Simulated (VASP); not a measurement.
# Hf (I4/mmm) in VASP: notebook, part 2 of 2

VASP 6.6.1. Earlier steps stand in the parts before.

## 3. Single point, r2SCAN (strain -0.0450 x Voigt [0, 0, 1, 0, 0, 0])

Contents of POSCAR:

```
Hf
1.0
    0.0000000000      2.2200000000      2.1201000000
    2.2200000000      0.0000000000      2.1201000000
    2.2200000000      2.2200000000      0.0000000000
Hf
1
Direct
    0.0000000000      0.0000000000      0.0000000000
```

Contents of INCAR.step1:

```
SYSTEM = Hf
PREC = Accurate ; ENCUT = 520
ISMEAR = 0 ; SIGMA = 0.15
LREAL = .False. ; LASPH = .True.
NELM = 60 ; NBANDS = 11
GGA = PE ; ALGO = Normal
EDIFF = 1E-4 ; LWAVE = .True.
LCHARG = .False.
```

Contents of INCAR.step2:

```
SYSTEM = Hf
PREC = Accurate ; ENCUT = 520
EDIFF = 1E-6 ; ISMEAR = 0
SIGMA = 0.15 ; LREAL = .False.
LASPH = .True. ; NELM = 60
ALGO = Normal ; ISIF = 2
LWAVE = .False. ; LCHARG = .False.
METAGGA = R2SCAN ; LMIXTAU = .True.
NBANDS = 11 ; ISTART = 1
```

Contents of KPOINTS:

```
regular mesh
0
Gamma
  18 18 18
  0 0 0
```

Potentials or basis: VASP PAW PBE potentials, release 64 (Hf_pv).

Started as:

```
$ cat potpaw_PBE.64/Hf_pv/POTCAR > POTCAR
$ cp INCAR.step1 INCAR
$ mpirun -np 1 vasp_std > vasp.out
$ cp INCAR.step2 INCAR
$ mpirun -np 1 vasp_std > vasp.out
```

OUTCAR:

```text
SYSTEM = Hf
   PREC = Accurate
   ENCUT = 520
   EDIFF = 1E-6
   ISMEAR = 0
   LREAL = .False.
   LASPH = .True.
   NELM = 60
   ISIF = 2
   METAGGA = R2SCAN
   ISTART = 1

 ion  position               nearest neighbor table
   1  0.000  0.000  0.000-

  LATTYP: Found a body centered tetragonal cell.
 ALAT       =     3.1395541085
 C/A-ratio  =     1.3505739521

  Lattice vectors:

 A1 = (   0.0000000000,  -2.2200000000,  -2.1201000000)
 A2 = (   0.0000000000,   2.2200000000,  -2.1201000000)
 A3 = (   2.2200000000,   0.0000000000,   2.1201000000)

Analysis of symmetry for initial positions (statically):
=====================================================================
 Subroutine PRICEL returns:
 Original cell was already a primitive cell.

 Routine SETGRP: Setting up the symmetry group for a
 body centered tetragonal supercell.

 Subroutine GETGRP returns: Found 16 space group operations
 (whereof 16 operations were pure point group operations)
 out of a pool of 16 trial point group operations.

The static configuration has the point symmetry D_4h.

Analysis of symmetry for dynamics (positions and initial velocities):
=====================================================================
 Subroutine PRICEL returns:
 Original cell was already a primitive cell.

 Routine SETGRP: Setting up the symmetry group for a
 body centered tetragonal supercell.

 Subroutine GETGRP returns: Found 16 space group operations
 (whereof 16 operations were pure point group operations)
 out of a pool of 16 trial point group operations.

The dynamic configuration has the point symmetry D_4h.

 Subroutine INISYM returns: Found 16 space group operations
 (whereof 16 operations are pure point group operations),
 and found     1 'primitive' translations

----------------------------------------------------------------------------------------

                                     Primitive cell

  volume of cell :      20.8974

  direct lattice vectors                    reciprocal lattice vectors
     0.000000000  2.220000000  2.120100000    -0.225225225  0.225225225  0.235837932
     2.220000000  0.000000000  2.120100000     0.225225225 -0.225225225  0.235837932
     2.220000000  2.220000000  0.000000000     0.225225225  0.225225225 -0.235837932

  length of vectors
     3.069727025  3.069727025  3.139554108     0.396323522  0.396323522  0.396323522

  position of ions in fractional coordinates (direct lattice)
     0.000000000  0.000000000  0.000000000

  ion indices of the primitive-cell ions
   primitive index   ion index
                 1           1

----------------------------------------------------------------------------------------

 KPOINTS: regular mesh

Automatic generation of k-mesh.
 Grid dimensions read from file:
 generate k-points for:   18   18   18

 Generating k-lattice:

  Cartesian coordinates                     Fractional coordinates (reciprocal lattice)
    -0.012512513  0.012512513  0.013102107     0.055555556 -0.000000000  0.000000000
     0.012512513 -0.012512513  0.013102107    -0.000000000  0.055555556  0.000000000
     0.012512513  0.012512513 -0.013102107     0.000000000  0.000000000  0.055555556

  Length of vectors
     0.022017973  0.022017973  0.022017973

  Shift w.r.t. Gamma in fractional coordinates (k-lattice)
     0.000000000  0.000000000  0.000000000

 Subroutine IBZKPT returns following result:
 ===========================================

 Found    480 irreducible k-points:

 Following reciprocal coordinates:
            Coordinates               Weight
  0.000000  0.000000  0.000000      1.000000
  0.055556  0.000000  0.000000      8.000000
  0.111111  0.000000  0.000000      8.000000
  0.166667  0.000000  0.000000      8.000000
  0.222222  0.000000  0.000000      8.000000
  0.277778  0.000000  0.000000      8.000000
[... 16 lines left out ...]
 -0.277778  0.055556  0.000000      8.000000
 -0.222222  0.055556  0.000000      8.000000
 [... further k-points ...]
   k-points           NKPTS =    480   k-points in BZ     NKDIM =    480   number of bands    NBANDS=     11
   number of dos      NEDOS =    301   number of ions     NIONS =      1
   total plane-waves  NPLWV =  13824
   dimension x,y,z NGX =    24 NGY =   24 NGZ =   24
   dimension x,y,z NGXF=    48 NGYF=   48 NGZF=   48
   ions per type =               1
   NGX,Y,Z   is equivalent  to a cutoff of  13.00, 13.00, 12.71 a.u.
   NGXF,Y,Z  is equivalent  to a cutoff of  26.00, 26.00, 25.42 a.u.
 SYSTEM =  Hf
   PREC   = accura    normal or accurate (medium, high low for compatibility)
   ISTART =      1    job   : 0-new  1-cont  2-samecut
   ICHARG =      0    charge: 1-file 2-atom 10-const
   ISPIN  =      1    spin polarized calculation?
   LNONCOLLINEAR =      F non collinear calculations
   LSORBIT =      F    spin-orbit coupling
   LASPH  =      T    aspherical Exc in radial PAW
   ENCUT  =  520.0 eV  38.22 Ry    6.18 a.u.   5.71  5.71  5.84*2*pi/ulx,y,z
   NELM   =     60;   NELMIN=  2; NELMDL=  0     # of ELM steps
   EDIFF  = 0.1E-05   stopping-criterion for ELM
   LREAL  =      F    real-space projection
[... 7 lines left out ...]
   TEBEG  =    0.0;   TEEND  =   0.0 temperature during run
   PSTRESS=    0.0 pullay stress
   NELECT =      10.0000    total number of electrons
   NUPDOWN=      -1.0000    fix difference up-down
   EMIN   =  10.00;   EMAX   =-10.00  energy-range for DOS
   EFERMI =   0.00;   METHOD = LEGACY
   ISMEAR =     0;   SIGMA  =   0.15  broadening in eV -4-tet -1-fermi 0-gaus
   EFERMI_NEDOS =   21; number of points for ismear=-14 and -15
   IALGO  =     38    algorithm
   IMIX   =      4    mixing-type and parameters
     AMIX     =   0.40;   BMIX     =  1.00
     AMIX_MAG =   1.60;   BMIX_MAG =  1.00
  volume/ion in A,a.u.               =      20.90       141.02
  Fermi-wavevector in a.u.,A,eV,Ry     =   1.280494  2.419782 22.308980  1.639664
  Thomas-Fermi vector in A             =   2.412918
   LORBIT       =      0    0 simple, 1 ext, 2 COOP (PROOUT), +10 PAW based schemes
   METAGGA = R2SCAN    functional components
   LHFCALC =     F    Hartree Fock is set to
   AEXX    =    0.0000 exact exchange contribution
   IVDW    =     0    specifies the selected vdW correction
   LEPSILON=     F    determine dielectric tensor
   LRPA    =     F    only Hartree local field effects (RPA)
 non-spin polarized calculation
 Gauss-broadening in eV      SIGMA  =   0.15
  energy-cutoff  :      520.00
  volume of cell :       20.90
 maximum number of plane-waves:       576
   NGX = 11   NGY = 11   NGZ = 11

 number of electron      10.0000002 magnetization

 Free energy of the ion-electron system (eV)
  ---------------------------------------------------
  ext. energy  EPLUGINS =         0.00000000
  ---------------------------------------------------
  free energy    TOTEN  =       -45.03463189 eV

  energy without entropy =      -45.01959671  energy(sigma->0) =      -45.02711430

 E-fermi :   5.0904     XC(G=0): -12.5193

 val. band max:        5.0893581507   @ k =   0.5000   0.2778   0.1667
 cond. band min:       5.0928008654   @ k =  -0.4444   0.1111   0.2778
 fundamental gap:      0.0034427147
 Fermi energy:         5.0903874709

 k-point     1 :       0.0000    0.0000    0.0000
  band No.  band energies     occupation
      1     -25.7625      2.00000
      2     -25.7619      2.00000
      3     -25.7619      2.00000
      4      -2.6898      2.00000
      5       6.5621      0.00000
      6       6.5621      0.00000
      7       7.1013      0.00000
      8       9.5464      0.00000
      9      10.3407      0.00000
     10      17.1872      0.00000
     11      17.3253      0.00000

 k-point     2 :       0.0556    0.0000    0.0000
  band No.  band energies     occupation
      1     -25.7967      2.00000
      2     -25.7671      2.00000
      3     -25.7655      2.00000
      4      -2.5678      2.00000
      5       6.4901      0.00000
      6       6.6190      0.00000
      7       7.0965      0.00000
      8       9.4890      0.00000
      9      10.2587      0.00000
     10      17.3252      0.00000
     11      17.4695      0.00000
[... 295 lines left out ...]
 k-point    24 :      -0.2222    0.0556    0.0000
  band No.  band energies     occupation
      1     -26.2705      2.00000
      2     -25.8515      2.00000
      3     -25.8310      2.00000
      4      -0.6521      2.00000
      5       5.2373      0.16609
      6       6.9997      0.00000
      7       7.2984      0.00000
      8       9.1790      0.00000
      9      10.4435      0.00000
     10      17.3250      0.00000
     11      17.9870      0.00000

 [... further k-points ...]

------------------------ aborting loop because EDIFF is reached ----------------------------------------

  FORCE on cell =-STRESS in cart. coord.  units (eV):
  Direction    XX          YY          ZZ          XY          YZ          ZX
  --------------------------------------------------------------------------------------
  -------------------------------------------------------------------------------------
  Total        0.8935669      0.8935669      1.2180706      0.0000000     -0.0000000     -0.0000000
  in kB       68.5086398     68.5086398     93.3879290      0.0000000     -0.0000000     -0.0000000
  external PRESSURE =      76.8017362 kB  Pullay stress =       0.0000000 kB

 VOLUME and BASIS-vectors are now :
 -----------------------------------------------------------------------------
  energy-cutoff  :      520.00
  volume of cell :       20.90
      direct lattice vectors                 reciprocal lattice vectors
     0.000000000  2.220000000  2.120100000    -0.225225225  0.225225225  0.235837932
     2.220000000  0.000000000  2.120100000     0.225225225 -0.225225225  0.235837932
     2.220000000  2.220000000  0.000000000     0.225225225  0.225225225 -0.235837932

 POSITION                                       TOTAL-FORCE (eV/Angst)
 -----------------------------------------------------------------------------------
      0.00000      0.00000      0.00000         0.000000      0.000000     -0.000000
 -----------------------------------------------------------------------------------
    total drift:                               -0.000000     -0.000000      0.000000

  FREE ENERGIE OF THE ION-ELECTRON SYSTEM (eV)
  ---------------------------------------------------
  free  energy   TOTEN  =       -45.0346318917 eV

  energy  without entropy=      -45.0195967126  energy(sigma->0) =      -45.02711430
```

OUTCAR.step1:

```text
SYSTEM = Hf
   PREC = Accurate
   ENCUT = 520
   ISMEAR = 0
   LREAL = .False.
   LASPH = .True.
   NELM = 60
[... 553 lines left out ...]
 -----------------------------------------------------------------------------------
      0.00000      0.00000      0.00000         0.000000      0.000000      0.000000
 -----------------------------------------------------------------------------------
    total drift:                               -0.000000     -0.000000     -0.000000

  FREE ENERGIE OF THE ION-ELECTRON SYSTEM (eV)
  ---------------------------------------------------
  free  energy   TOTEN  =        -9.8175356611 eV

  energy  without entropy=       -9.8016872833  energy(sigma->0) =       -9.80961147
```

OSZICAR.step1:

```text
N       E                     dE             d eps       ncg     rms          rms(c)
DAV:   1     0.136097424147E+02    0.13610E+02   -0.57558E+03 10640   0.848E+02
DAV:   2    -0.966845771029E+01   -0.23278E+02   -0.22547E+02 13214   0.158E+02
DAV:   3    -0.101164777409E+02   -0.44802E+00   -0.44372E+00 13425   0.150E+01
DAV:   4    -0.101179923463E+02   -0.15146E-02   -0.15143E-02 12230   0.105E+00
DAV:   5    -0.101179994678E+02   -0.71215E-05   -0.71204E-05 13262   0.639E-02    0.476E+01
DAV:   6    -0.989624969882E+01    0.22175E+00   -0.18294E-01 12102   0.325E+00    0.283E+01
DAV:   7    -0.982108064519E+01    0.75169E-01   -0.29323E-01 12387   0.396E+00    0.133E+00
DAV:   8    -0.981749884484E+01    0.35818E-02   -0.21532E-02 11939   0.103E+00    0.865E-02
DAV:   9    -0.981753566110E+01   -0.36816E-04   -0.32834E-04 12264   0.145E-01
   1 F= -.98175357E+01 E0= -.98096115E+01  d E =-.158484E-01
```

Wall time 6.1 min (1 thread of AMD EPYC 7R13 (Zen 3), shared host); peak memory 0.2 GiB.

What came out:

```
Free energy            : -45.0346 eV
Pressure               : 7.7 GPa
Band gap on the k mesh : zero (bands 5 and 6 overlap by 2.34 eV)
```

Stress tensor (GPa, compression positive):
```
6.85 0.00 0.00
0.00 6.85 0.00
0.00 0.00 9.34
```

Levels at points of the mesh, in eV from the Fermi level:
```csv
k point,band 2,band 3,band 4,band 5,band 6,band 7,band 8,band 9
"(0.00, 0.00, 0.00)",-30.85,-30.85,-7.78,1.47,1.47,2.01,4.46,5.25
"(0.50, 0.00, 0.00)",-31.02,-30.96,-3.94,0.63,1.08,1.75,6.96,7.37
"(0.50, 0.50, 0.00)",-31.28,-31.28,-3.59,-2.55,3.43,7.22,7.81,7.81
"(0.50, 0.00, 0.50)",-31.24,-31.15,-3.66,-2.36,2.57,7.20,7.51,8.11
```

Caveat: the cell differs from its parent crystal (strain -0.0450 x Voigt [0, 0, 1, 0, 0, 0]); the cell stands under pressure; the PAW data sets were made with another functional, which shifts forces and pressure a little; spin-orbit coupling is left out, which moves the levels of the heavy elements.
